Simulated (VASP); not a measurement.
Set up this calculation in VASP 6.6.1, as the native input.

| Property | Result |
| --- | --- |
| Task | single point |
| Functional | r2SCAN |
| Potentials or basis | VASP PAW PBE potentials, release 64 (Pb_d, S) |
| Cutoff | 520 eV |
| k mesh | 5 × 5 × 5 |
| Occupations | fermi-dirac, width 0.05 eV |
| Spin | non-collinear spin, zero start, spin-orbit coupling |
| Starting moments | [[0.0, 0.0, 0.0], [0.0, 0.0, 0.0]] μB |
| Dipole correction | no |
| Further INCAR settings | ALGO = Normal; EDIFF = 1e-06; NBANDS = 32 |

Crystal: PbS.

```
CELL_PARAMETERS angstrom
3.65366 0.00000 0.00000
0.00000 3.65366 0.00000
0.00000 0.00000 3.65366
ATOMIC_POSITIONS crystal
Pb 0.00000 0.00000 0.00000
S 0.50000 0.50000 0.50000
```

One way to write it, as run:

POSCAR

```
PbS
1.0
    3.6536590000      0.0000000000      0.0000000000
    0.0000000000      3.6536590000      0.0000000000
    0.0000000000      0.0000000000      3.6536590000
Pb S
1 1
Direct
    0.0000000000      0.0000000000      0.0000000000
    0.5000000000      0.5000000000      0.5000000000
```

INCAR.step1

```
SYSTEM = PbS
ALGO = Normal ; EDIFF = 1E-4
ENCUT = 520 ; GGA = PE
GGA_COMPAT = .False. ; ISMEAR = -1
LASPH = .True. ; LCHARG = .False.
LNONCOLLINEAR = .True. ; LREAL = .False.
LSORBIT = .True. ; LWAVE = .True.
MAGMOM = 0 0 0 0 0 0 ; NBANDS = 32
NELM = 150 ; PREC = Accurate
SIGMA = 0.05
```

INCAR.step2

```
SYSTEM = PbS
ALGO = Normal ; EDIFF = 1E-6
ENCUT = 520 ; GGA_COMPAT = .False.
ISIF = 2 ; ISMEAR = -1
ISTART = 1 ; LASPH = .True.
LCHARG = .True. ; LMIXTAU = .True.
LNONCOLLINEAR = .True. ; LORBIT = 11
LORBMOM = .True. ; LREAL = .False.
LSORBIT = .True. ; LVHAR = .True.
LWAVE = .False. ; MAGMOM = 0 0 0 0 0 0
METAGGA = R2SCAN ; NBANDS = 32
NELM = 150 ; PREC = Accurate
SIGMA = 0.05
```

KPOINTS

```
k-points
0
Gamma
  5 5 5
  0 0 0
```

Potentials or basis: VASP PAW PBE potentials, release 64 (Pb_d, S).

Run with:

```bash
$ cat potpaw_PBE.64/Pb_d/POTCAR potpaw_PBE.64/S/POTCAR > POTCAR
$ cp INCAR.step1 INCAR
$ mpirun -np 1 vasp_ncl > vasp.out
$ cp INCAR.step2 INCAR
$ mpirun -np 1 vasp_ncl > vasp.out
```

Results of the run:

- Pressure: -1.1 GPa
- Net moment: 0.00 μB per cell
- Valence electrons inside the program's atomic spheres: Pb 11.78; S 3.68

Caveat: the PAW data sets were made with another functional, which shifts forces and pressure a little.

Run time: 92 s on 1 thread of Intel(R) Xeon(R) 6975P-C (Granite Rapids) (shared host), peak memory 0.29 GiB.
